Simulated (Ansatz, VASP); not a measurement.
One calculation of Si, two programs

```
CELL_PARAMETERS angstrom
2.73060 0.00000 0.00000
-1.36530 2.36477 0.00000
0.00000 0.00000 4.40549
ATOMIC_POSITIONS crystal
Si 0.33333 0.66667 0.25000
Si 0.66667 0.33333 0.75000
```

Change from the starting cell: strain +0.030 along x and y, -0.030 along z, atoms carried along.

Alike in both runs: task single point; functional LDA; k mesh 24 × 24 × 14; occupations gaussian, width 0.15 eV; no spin polarisation.

|  | VASP | Ansatz |
| --- | --- | --- |
| version | VASP 6.6.1 | Ansatz 0.2.0 |
| potentials or method | VASP PAW LDA potentials, release 64 (Si), cutoff 520 eV | scalar-relativistic, plane waves, PAW |
| valence electrons in the cell | 8 | 8 |

|  | VASP | Ansatz | Ansatz less VASP |
| --- | --- | --- | --- |
| gap on the k mesh at the Fermi level (eV) | none | none | - |
| pressure (GPa) | -2.5 | -2.6 | -0.06 |
| traceless stress, the component that is largest in VASP (GPa) | 1.46 | 1.45 | -0.010 |

LDA's correlation is that of Perdew and Zunger in VASP and of Perdew and Wang (1992) in Ansatz. A gap of «none» marks a metal or a gap that the smearing closes.
